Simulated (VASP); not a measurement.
Crystal: BaZrO3.

```
Ba Zr O
1.0
     4.22839    0.00000    0.00000
     0.00000    4.22839    0.00000
     0.00000    0.00000    4.22839
Ba Zr O
1 1 3
Direct
  0.00000 0.00000 0.00000
  0.50000 0.50000 0.50000
  0.00000 0.50000 0.50000
  0.50000 0.50000 0.00000
  0.50000 0.00000 0.50000
```

Base run:

| Item | Value |
| --- | --- |
| Program | VASP 6.6.1 |
| Functional | revPBE |
| Potentials or basis | VASP PAW PBE potentials, release 64 (Ba_sv, Zr_sv, O) |
| Cutoff | 520 eV |
| k mesh | 8 × 8 × 8 |
| Occupations | gaussian, width 0.05 eV |
| Spin | no spin polarisation |

Its results: band gap on the k mesh 3.16 eV (least direct gap 3.42 eV); pressure 3.3 GPa.

Question: After a change of settings the same cell gave: band gap on the k mesh 3.74 eV (least direct gap 4.05 eV); pressure 7.1 GPa. Which change was it?
A. functional from revPBE to HSE06; k mesh from 8 × 8 × 8 to 4 × 4 × 4
B. hubbard terms from none to Zr d U = 4.0 eV
C. functional from revPBE to PBE

Answer: B.

The U term pushes filled and empty states of the shell apart.

Caveats: the cell stands under pressure; the PAW data sets were made with another functional, which shifts forces and pressure a little; spin-orbit coupling is left out, which moves the levels of the heavy elements.
